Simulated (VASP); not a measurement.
Runs of VASP 6.6.1 on SrO. The structure is that of space group P6_3/mmc (No. 194), or close to it. The cells are those of the table. 

| task | level | potentials or basis | cell | cutoff (eV) | smearing | gap on the mesh (eV) | pressure (GPa) |
| --- | --- | --- | --- | --- | --- | --- | --- |
| single point | r2SCAN | VASP PAW PBE potentials, release 64 (Sr_sv, O) | a = 3.563, b = 3.563, c = 6.255 Å, angles 90.0, 90.0, 120.0°, 4 atoms | 520 | fermi-dirac 0.02 eV | 3.94 | 0.6 |
| single point | r2SCAN | VASP PAW PBE potentials, release 64 (Sr_sv, O) | a = 3.563, b = 3.563, c = 6.255 Å, angles 90.0, 90.0, 120.0°, 4 atoms | 520 | gaussian 0.01 eV | 3.94 | 0.6 |
| relaxation of cell and atoms | PBE | VASP PAW PBE potentials, release 64 (Sr_sv, O) | relaxed from a = 3.600, b = 3.600, c = 5.867 Å, angles 90.0, 90.0, 120.0°, 4 atoms | 600 | fermi-dirac 0.02 eV | 3.31 | 0.0 |
| single point | LDA | VASP PAW LDA potentials, release 64 (Sr_sv, O) | a = 3.496, b = 3.496, c = 6.136 Å, angles 90.0, 90.0, 120.0°, 4 atoms | 520 | fermi-dirac 0.02 eV | 3.31 | 0.9 |
| single point | PBEsol | VASP PAW PBE potentials, release 64 (Sr_sv, O) | a = 3.537, b = 3.537, c = 6.213 Å, angles 90.0, 90.0, 120.0°, 4 atoms | 520 | fermi-dirac 0.02 eV | (a) | 0.7 |

Alike in all rows: no spin polarisation; k mesh 12 × 12 × 4.

**Question.** Estimate the missing entries.

**Answer.** (a) 3.33.

Caveats: the PAW data sets were made with another functional, which shifts forces and pressure a little (at least some runs).

A k mesh can miss the band edges, and the runs leave out spin-orbit coupling on Sr.
